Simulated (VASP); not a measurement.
# Cd3TeSe2 (I4/mmm) in VASP: notebook, part 3 of 3

VASP 6.6.1. Earlier steps stand in the parts before.

### 5 Relaxation of cell and atoms, PBE

File INCAR:

```
PREC = Accurate
ENCUT = 600
EDIFF = 1E-6
ISMEAR = 0
SIGMA = 0.1
LREAL = F
LASPH = T
NELM = 80
ALGO = Normal
ISIF = 3
LWAVE = F
LCHARG = F
GGA = PE
IBRION = 2
NSW = 90
EDIFFG = -0.04
```

File KPOINTS:

```
regular mesh
0
Gamma
  4 4 4
```

File POSCAR:

```
Cd3TeSe2
1.0
   -3.1907779200      3.1907779200      4.5330984700
    3.1907779200     -3.1907779200      4.5330984700
    3.1907779200      3.1907779200     -4.5330984700
Cd Te Se
3 1 2
Direct
    0.7290989500      0.7290989500      0.0000000000
    0.2709010500      0.2709010500      0.0000000000
    0.0000000000      0.0000000000      0.0000000000
    0.5000000000      0.5000000000      0.0000000000
    0.7500000000      0.2500000000      0.5000000000
    0.2500000000      0.7500000000      0.5000000000
```

Potentials or basis: VASP PAW PBE potentials, release 64 (Cd, Te, Se).

Run with:

```sh
$ cat potpaw_PBE.64/Cd/POTCAR potpaw_PBE.64/Te/POTCAR potpaw_PBE.64/Se/POTCAR > POTCAR
$ mpirun -np 1 vasp_std > vasp.out
```

OUTCAR:

```text
PREC = Accurate
   ENCUT = 600
   EDIFF = 1E-6
   ISMEAR = 0
   LREAL = F
   LASPH = T
   NELM = 80
   ISIF = 3
   GGA = PE
   IBRION = 2
   NSW = 90
   EDIFFG = -0.04

 ion  position               nearest neighbor table
   1  0.729  0.729  0.000-   4 2.08   3 2.46   6 3.20   5 3.20   5 3.20   6 3.20
   2  0.271  0.271  0.000-   4 2.08   3 2.46   5 3.20   6 3.20   6 3.20   5 3.20
   3  0.000  0.000  0.000-   1 2.46   2 2.46
   4  0.500  0.500  0.000-   1 2.08   2 2.08
   5  0.750  0.250  0.500-   2 3.20   1 3.20   2 3.20   1 3.20
   6  0.250  0.750  0.500-   2 3.20   1 3.20   2 3.20   1 3.20

  LATTYP: Found a body centered tetragonal cell.
 ALAT       =     6.3815558400
 C/A-ratio  =     1.4206875513

  Lattice vectors:

 A1 = (  -3.1907779200,   3.1907779200,   4.5330984700)
 A2 = (   3.1907779200,  -3.1907779200,   4.5330984700)
 A3 = (   3.1907779200,   3.1907779200,  -4.5330984700)

Analysis of symmetry for initial positions (statically):
=====================================================================
 Subroutine PRICEL returns:
 Original cell was already a primitive cell.

 Routine SETGRP: Setting up the symmetry group for a
 body centered tetragonal supercell.

 Subroutine GETGRP returns: Found 16 space group operations
 (whereof 16 operations were pure point group operations)
 out of a pool of 16 trial point group operations.

The static configuration has the point symmetry D_4h.

Analysis of symmetry for dynamics (positions and initial velocities):
=====================================================================
 Subroutine PRICEL returns:
 Original cell was already a primitive cell.

 Routine SETGRP: Setting up the symmetry group for a
 body centered tetragonal supercell.

 Subroutine GETGRP returns: Found 16 space group operations
 (whereof 16 operations were pure point group operations)
 out of a pool of 16 trial point group operations.

The dynamic configuration has the point symmetry D_4h.

 Subroutine INISYM returns: Found 16 space group operations
 (whereof 16 operations are pure point group operations),
 and found     1 'primitive' translations

----------------------------------------------------------------------------------------

                                     Primitive cell

  volume of cell :     184.6071

  direct lattice vectors                    reciprocal lattice vectors
    -3.190777920  3.190777920  4.533098470     0.000000000  0.156701598  0.110299832
     3.190777920 -3.190777920  4.533098470     0.156701598  0.000000000  0.110299832
     3.190777920  3.190777920 -4.533098470     0.156701598  0.156701598  0.000000000

  length of vectors
     6.396179266  6.396179266  6.396179266     0.191628400  0.191628400  0.221609526

  position of ions in fractional coordinates (direct lattice)
     0.729098950  0.729098950  0.000000000
     0.270901050  0.270901050  0.000000000
     0.000000000  0.000000000  0.000000000
     0.500000000  0.500000000  0.000000000
     0.750000000  0.250000000  0.500000000
     0.250000000  0.750000000  0.500000000

  ion indices of the primitive-cell ions
   primitive index   ion index
                 1           1
                 2           2
                 3           3
                 4           4
[... 48 lines left out ...]
   dimension x,y,z NGXF=   108 NGYF=  108 NGZF=  108
   ions per type =               3   1   2
   NGX,Y,Z   is equivalent  to a cutoff of  14.04, 14.04, 14.04 a.u.
   NGXF,Y,Z  is equivalent  to a cutoff of  28.07, 28.07, 28.07 a.u.
 SYSTEM =  unknown system
   PREC   = accura    normal or accurate (medium, high low for compatibility)
   ISTART =      0    job   : 0-new  1-cont  2-samecut
   ICHARG =      2    charge: 1-file 2-atom 10-const
   ISPIN  =      1    spin polarized calculation?
   LNONCOLLINEAR =      F non collinear calculations
   LSORBIT =      F    spin-orbit coupling
   LASPH  =      T    aspherical Exc in radial PAW
   ENCUT  =  600.0 eV  44.10 Ry    6.64 a.u.  12.77 12.77 12.77*2*pi/ulx,y,z
   NELM   =     80;   NELMIN=  2; NELMDL= -5     # of ELM steps
   EDIFF  = 0.1E-05   stopping-criterion for ELM
   LREAL  =      F    real-space projection
   EDIFFG = -.4E-01   stopping-criterion for IOM
   NSW    =     90    number of steps for IOM
   IBRION =      2    ionic relax: 0-MD 1-quasi-New 2-CG
   NFREE  =      1    steps in history (QN), initial steepest desc. (CG)
   ISIF   =      3    stress and relaxation
   ISYM   =      2    0-nonsym 1-usesym 2-fastsym
   POTIM  = 0.5000    time-step for ionic-motion
   TEBEG  =    0.0;   TEEND  =   0.0 temperature during run
   PSTRESS=    0.0 pullay stress
   NELECT =      54.0000    total number of electrons
   NUPDOWN=      -1.0000    fix difference up-down
   EMIN   =  10.00;   EMAX   =-10.00  energy-range for DOS
   EFERMI =   0.00;   METHOD = LEGACY
   ISMEAR =     0;   SIGMA  =   0.10  broadening in eV -4-tet -1-fermi 0-gaus
   EFERMI_NEDOS =   21; number of points for ismear=-14 and -15
   IALGO  =     38    algorithm
   IMIX   =      4    mixing-type and parameters
     AMIX     =   0.40;   BMIX     =  1.00
     AMIX_MAG =   1.60;   BMIX_MAG =  1.00
  volume/ion in A,a.u.               =      30.77       207.63
  Fermi-wavevector in a.u.,A,eV,Ry     =   1.086734  2.053630 16.068360  1.180991
  Thomas-Fermi vector in A             =   2.222878
   LORBIT       =      0    0 simple, 1 ext, 2 COOP (PROOUT), +10 PAW based schemes
   GGA     = PE    functional components
   LHFCALC =     F    Hartree Fock is set to
   AEXX    =    0.0000 exact exchange contribution
   IVDW    =     0    specifies the selected vdW correction
   LEPSILON=     F    determine dielectric tensor
   LRPA    =     F    only Hartree local field effects (RPA)
 conjugate gradient relaxation of ions
 non-spin polarized calculation
 Gauss-broadening in eV      SIGMA  =   0.10
  energy-cutoff  :      600.00
  volume of cell :      184.61
 maximum number of plane-waves:      6183
 NGX is ok and might be reduce to    54
   NGX = 25   NGY = 25   NGZ = 25

--------------------------------------- Ionic step        1  -------------------------------------------

 number of electron      54.0000002 magnetization

 Free energy of the ion-electron system (eV)
  ---------------------------------------------------
  ext. energy  EPLUGINS =         0.00000000
  ---------------------------------------------------
  free energy    TOTEN  =        -3.44360607 eV

  energy without entropy =       -3.40038262  energy(sigma->0) =       -3.42199435

------------------------ aborting loop because EDIFF is reached ----------------------------------------

  FORCE on cell =-STRESS in cart. coord.  units (eV):
  Direction    XX          YY          ZZ          XY          YZ          ZX
  --------------------------------------------------------------------------------------
  -------------------------------------------------------------------------------------
  Total       -5.6094865     -5.6094865     73.5911243      0.0000000      0.0000000      0.0000000
  in kB      -48.6839034    -48.6839034    638.6864754      0.0000000      0.0000000      0.0000000
  external PRESSURE =     180.4395562 kB  Pullay stress =       0.0000000 kB
[... 101 lines left out ...]
  FREE ENERGIE OF THE ION-ELECTRON SYSTEM (eV)
  ---------------------------------------------------
  free  energy   TOTEN  =        -9.5351832937 eV

  energy  without entropy=       -9.4609510680  energy(sigma->0) =       -9.49806718

 E-fermi :  -0.7644     XC(G=0):  -7.4497

 val. band max:       -0.7689892082   @ k =   0.5000   0.2500   0.0000
 cond. band min:      -0.7571336669   @ k =  -0.2500  -0.2500   0.2500
 fundamental gap:      0.0118555413
 Fermi energy:        -0.7643691608

 k-point     1 :       0.0000    0.0000    0.0000
  band No.  band energies     occupation
      1     -12.2480      2.00000
      2     -11.9961      2.00000
      3     -10.0262      2.00000
      4      -9.1285      2.00000
      5      -8.7749      2.00000
      6      -8.7749      2.00000
[... 444 lines left out ...]
     31       2.4411      0.00000
     32       3.6977      0.00000

[... ionic steps 4 to 50 ...]

--------------------------------------- Ionic step       51  -------------------------------------------

 number of electron      54.0000016 magnetization

------------------------ aborting loop because EDIFF is reached ----------------------------------------
[... 75 lines left out ...]
--------------------------------------- Ionic step       53  -------------------------------------------

 number of electron      54.0000012 magnetization

 Free energy of the ion-electron system (eV)
  ---------------------------------------------------
  ext. energy  EPLUGINS =         0.00000000
  ---------------------------------------------------
  free energy    TOTEN  =       -12.89076627 eV

  energy without entropy =      -12.87789729  energy(sigma->0) =      -12.88433178

 E-fermi :   1.4968     XC(G=0):  -8.6413

 val. band max:        1.4077304932   @ k =   0.5000   0.2500   0.0000
 cond. band min:       1.5834326930   @ k =  -0.2500   0.2500   0.0000
 fundamental gap:      0.1757021998
 Fermi energy:         1.4968208174

 k-point     1 :       0.0000    0.0000    0.0000
  band No.  band energies     occupation
      1     -11.6811      2.00000
      2     -10.6316      2.00000
      3      -9.2395      2.00000
      4      -6.9757      2.00000
      5      -6.9561      2.00000
      6      -6.9561      2.00000
[... 477 lines left out ...]
  FREE ENERGIE OF THE ION-ELECTRON SYSTEM (eV)
  ---------------------------------------------------
  free  energy   TOTEN  =       -12.8907662658 eV

  energy  without entropy=      -12.8778972858  energy(sigma->0) =      -12.88433178

 reached required accuracy - stopping structural energy minimisation
```

CONTCAR:

```text
Cd3TeSe2
   1.00000000000000
    -2.5066151380911363    2.5066151380911363    7.5861171342652050
     2.5066151380911363   -2.5066151380911363    7.5861171342652050
     2.5066151380911363    2.5066151380911363   -7.5861171342652050
  Cd              Te              Se
     3     1     2
Direct
     0.6841429013285303    0.6841429013285303    0.0000000000000000
     0.3158570986714698    0.3158570986714698    0.0000000000000000
     1.0000000000000000    1.0000000000000000    0.0000000000000000
     0.5000000000000000    0.5000000000000000    0.0000000000000000
     0.7500000000000000    0.2500000000000000    0.5000000000000000
     0.2500000000000000    0.7500000000000000    0.5000000000000000

  0.00000000E+00  0.00000000E+00  0.00000000E+00
  0.00000000E+00  0.00000000E+00  0.00000000E+00
  0.00000000E+00  0.00000000E+00  0.00000000E+00
  0.00000000E+00  0.00000000E+00  0.00000000E+00
  0.00000000E+00  0.00000000E+00  0.00000000E+00
  0.00000000E+00  0.00000000E+00  0.00000000E+00
```

It took 72 min on 1 thread of AMD EPYC 9R14 (Zen 4), shared host; peak memory 0.46 GiB.

What came out:

```yaml
Free_energy: -12.8908 eV
Relaxed_volume: 31.78 Å³/atom
Relaxed_cell: a = 8.373 Å, b = 8.373 Å, c = 8.373 Å, α = 145.16°, β = 145.16°, γ = 50.09°
Space_group_after_relaxing_to_0.1_Å: I4/mmm (No. 139)
Energy_gained_by_relaxing: 1574.5 meV/atom
Ionic_steps: 53
Pressure_after_relaxing: 0.0 GPa
Largest_force_after_relaxing: 0.020 eV/Å
Band_gap_on_the_k_mesh: zero (bands 27 and 28 overlap by 1.12 eV)
```

Forces in eV/Å, atoms in the order of the input:
```
Cd   0.000  0.000 -0.020
Cd   0.000  0.000  0.020
Cd   0.000  0.000  0.000
Te   0.000  0.000  0.000
Se   0.000  0.000  0.000
Se   0.000  0.000  0.000
```

Stress tensor (GPa, compression positive):
```
-0.06  0.00  0.00
 0.00 -0.06  0.00
 0.00  0.00  0.05
```

The path:
| step | energy change (eV) | largest force (eV/Å) | pressure (GPa) | volume (Å³) |
| --- | --- | --- | --- | --- |
| 1 | 0.0000 | 12.1881 | 18.04 | 184.61 |
| 3 | -6.0916 | 0.5733 | -5.15 | 264.28 |
| 5 | -6.9840 | 1.4463 | -4.05 | 224.68 |
| 7 | -6.9713 | 1.6028 | -3.69 | 221.99 |
| 9 | -7.9980 | 0.8920 | -3.23 | 200.31 |
| 11 | -8.5890 | 0.3815 | 0.96 | 173.38 |
| 13 | -8.5974 | 0.4033 | 0.45 | 175.08 |
| 15 | -8.6445 | 0.1682 | -0.81 | 181.47 |
| 17 | -8.6635 | 0.0060 | 0.04 | 178.12 |
| 19 | -8.6697 | 0.0586 | 0.26 | 178.17 |
| 21 | -8.6704 | 0.0840 | 0.36 | 178.18 |
| 23 | -8.6747 | 0.1342 | 0.03 | 180.69 |
| 25 | -8.6753 | 0.1649 | -0.15 | 182.17 |
| 27 | -8.6873 | 0.1880 | -0.23 | 184.25 |
| 29 | -8.8030 | 0.3597 | -0.55 | 193.39 |
| 31 | -7.7698 | 1.2984 | -8.65 | 226.30 |
| 33 | -9.1953 | 0.0169 | -2.59 | 208.57 |
| 35 | -9.1966 | 0.0273 | -2.64 | 208.80 |
| 37 | -9.1978 | 0.0770 | -2.91 | 209.82 |
| 39 | -9.1997 | 0.0571 | -2.81 | 209.39 |
| 41 | -9.2124 | 0.0543 | -2.74 | 208.87 |
| 43 | -9.2600 | 0.0415 | -2.52 | 206.81 |
| 45 | -9.3990 | 0.0381 | -1.46 | 198.64 |
| 47 | -9.4426 | 0.1444 | -0.24 | 191.51 |
| 49 | -9.4447 | 0.1239 | -0.08 | 190.82 |
| 51 | -9.4467 | 0.0589 | 0.14 | 190.02 |
| 53 | -9.4472 | 0.0195 | -0.02 | 190.66 |

Final structure:
```
Cd Te Se
1.0
    -2.50662    2.50662    7.58612
     2.50662   -2.50662    7.58612
     2.50662    2.50662   -7.58612
Cd Te Se
3 1 2
Direct
  0.68414 0.68414 0.00000
  0.31586 0.31586 0.00000
  0.00000 0.00000 0.00000
  0.50000 0.50000 0.00000
  0.75000 0.25000 0.50000
  0.25000 0.75000 0.50000
```

Levels at points of the mesh, in eV from the Fermi level:
```tsv
k point	band 25	band 26	band 27	band 28	band 29	band 30
(0.00, 0.00, 0.00)	-0.60	-0.53	-0.52	-0.52	0.83	0.87
(0.50, 0.00, 0.00)	-1.87	-0.98	-0.65	1.31	2.65	2.86
(0.50, 0.50, 0.00)	-1.53	-1.27	0.59	0.59	2.24	3.16
(0.50, 0.50, 0.50)	-1.09	-0.71	-0.71	-0.51	1.12	2.28
```

Caveat: a cell axis changed by over 15 % at a fixed basis, so the end point is rough; spin-orbit coupling is left out, which moves the levels of the heavy elements.

### 6 Relaxation of cell and atoms, PBE

This run uses another cell than the first one, of 32.40 Å³/atom.

File INCAR:

```
ALGO = Normal
EDIFF = 1E-6
EDIFFG = -0.04
ENCUT = 600
GGA = PE
IBRION = 2
ISIF = 3
ISMEAR = 0
LASPH = True
LCHARG = False
LREAL = False
LWAVE = False
NELM = 60
NSW = 90
PREC = Accurate
SIGMA = 0.1
```

File KPOINTS:

```
k-points
0
Gamma
  6 6 6
```

File POSCAR:

```
Cd3TeSe2
1.0
   -2.4499444932      2.4499444932      8.0958230998
    2.4499444932     -2.4499444932      8.0958230998
    2.4499444932      2.4499444932     -8.0958230998
Cd Te Se
3 1 2
Direct
    0.6771416446      0.6771416446      0.0000000000
    0.3228583554      0.3228583554      0.0000000000
    0.0000000000      0.0000000000      0.0000000000
    0.5000000000      0.5000000000      0.0000000000
    0.7500000000      0.2500000000      0.5000000000
    0.2500000000      0.7500000000      0.5000000000
```

Potentials or basis: VASP PAW PBE potentials, release 64 (Cd, Te, Se).

Run with:

```sh
$ cat potpaw_PBE.64/Cd/POTCAR potpaw_PBE.64/Te/POTCAR potpaw_PBE.64/Se/POTCAR > POTCAR
$ mpirun -np 1 vasp_std > vasp.out
```

Wall time 16 min (1 thread of AMD EPYC 9R14 (Zen 4), shared host); peak memory 0.83 GiB.

It converged, with:

* Free energy: -13.2977 eV
* Relaxed volume: 32.63 Å³/atom
* Relaxed cell: a = 8.828 Å, b = 8.828 Å, c = 8.828 Å, α = 147.70°, β = 147.70°, γ = 46.33°
* Space group after relaxing (to 0.1 Å): I4/mmm (No. 139)
* Energy gained by relaxing: 0.2 meV/atom
* Ionic steps: 2
* Pressure after relaxing: 0.0 GPa
* Largest force after relaxing: 0.004 eV/Å
* Band gap on the k mesh: zero (bands 27 and 28 overlap by 1.13 eV)

Forces on the atoms (eV/Å):
```
Cd   0.000  0.000 -0.004
Cd   0.000  0.000  0.004
Cd   0.000  0.000  0.000
Te   0.000  0.000  0.000
Se   0.000  0.000  0.000
Se   0.000  0.000  0.000
```

Stress tensor (GPa, compression positive):
```
-0.05  0.00  0.00
 0.00 -0.05  0.00
 0.00  0.00  0.04
```

The path:
```csv
step,energy change (eV),largest force (eV/Å),pressure (GPa),volume (Å³)
1,0.0000,0.0356,0.24,194.37
2,-0.0010,0.0043,-0.02,195.76
```

Final structure:
```
Cd Te Se
1.0
    -2.45567    2.45567    8.11572
     2.45567   -2.45567    8.11572
     2.45567    2.45567   -8.11572
Cd Te Se
3 1 2
Direct
  0.67704 0.67704 0.00000
  0.32296 0.32296 0.00000
  0.00000 0.00000 0.00000
  0.50000 0.50000 0.00000
  0.75000 0.25000 0.50000
  0.25000 0.75000 0.50000
```

Levels at points of the mesh, in eV from the Fermi level:
| k point | band 23 | band 24 | band 25 | band 26 | band 27 | band 28 | band 29 | band 30 | band 31 | band 32 |
| --- | --- | --- | --- | --- | --- | --- | --- | --- | --- | --- |
| (0.00, 0.00, 0.00) | -1.47 | -1.47 | -1.21 | -0.59 | -0.41 | -0.41 | 0.41 | 1.20 | 4.10 | 4.43 |
| (0.50, 0.00, 0.00) | -2.27 | -2.21 | -2.06 | -1.39 | -0.75 | 1.48 | 2.11 | 2.60 | 2.93 | 3.75 |
| (0.50, 0.50, 0.00) | -2.37 | -2.29 | -1.68 | -1.62 | 0.61 | 0.61 | 1.55 | 2.90 | 3.61 | 4.60 |
| (0.50, 0.50, 0.50) | -1.48 | -1.26 | -1.26 | -0.59 | -0.51 | -0.51 | 1.33 | 2.21 | 3.42 | 4.25 |

Caveat: spin-orbit coupling is left out, which moves the levels of the heavy elements.

### 7 The runs side by side

```csv
task,cell,k mesh,cutoff (eV),gap on the mesh (eV),pressure (GPa),relaxed volume (Å³/atom),largest force (eV/Å)
single point,"a = 6.396 Å, angles 120.2, 120.2, 89.7°, 6 atoms, atomic positions A",4 × 4 × 4,520,none,18.1,-,12.19
single point,"a = 8.806 Å, angles 147.7, 147.7, 46.3°, 6 atoms, atomic positions B",4 × 4 × 4,520,none,0.3,-,0.01
single point,"a = 8.806 Å, angles 147.7, 147.7, 46.3°, 6 atoms, atomic positions B",6 × 6 × 6,520,none,0.3,-,0.04
relaxation of cell and atoms,"relaxed from a = 6.396 Å, angles 120.2, 120.2, 89.7°, 6 atoms, atomic positions A",4 × 4 × 4,600,none,0.0,31.78,0.02
relaxation of cell and atoms,"relaxed from a = 8.806 Å, angles 147.7, 147.7, 46.3°, 6 atoms, atomic positions B",6 × 6 × 6,600,none,0.0,32.63,-
```

Alike in all rows: level PBE; potentials or basis VASP PAW PBE potentials, release 64 (Cd, Te, Se); no spin polarisation; smearing gaussian 0.1 eV.

Caveats: spin-orbit coupling is left out, which moves the levels of the heavy elements; the stress differs along the axes, from -5 to 64 GPa (at least some runs); semilocal functionals underestimate gaps, and a narrow one can read as zero (at least some runs); forces of over 1 eV/Å act on the atoms, so gaps and moduli don't describe the material at rest (at least some runs); a cell axis changed by over 15 % at a fixed basis, so the end point is rough (at least some runs).

Absolute energies hang on the potentials; compare differences alone.

The gap in the log of VASP goes by the Fermi energy; the results here count the filled bands.